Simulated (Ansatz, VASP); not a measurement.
## Br: VASP beside Ansatz

```
Br
1.0
     0.00000    2.91399    2.91399
     2.91399    0.00000    2.91399
     2.91399    2.91399    0.00000
Br
2
Direct
  0.87500 0.87500 0.87500
  0.12500 0.12500 0.12500
```

Change from the starting cell: volume scaled by 0.65, PAW files.

Alike in both runs: task single point; functional LDA; k mesh 11 × 11 × 11; occupations fermi-dirac, width 0.08 eV; no spin polarisation.

|  | VASP | Ansatz |
| --- | --- | --- |
| version | VASP 6.6.1 | Ansatz 0.2.0 |
| potentials or method | VASP PAW LDA potentials, release 64 (Br) | PAW with Ansatz's default frozen-core files, scalar-relativistic |
| plane-wave cutoff (eV) | 520 | 420 |
| valence electrons in the cell | 14 | 14 |

Ansatz gave:

- pressure (GPa): 24.9

**Question.** Estimate VASP's values.

**Answer.** Pressure (GPa): 25.1.

LDA's correlation is that of Perdew and Zunger in VASP and of Perdew and Wang (1992) in Ansatz.
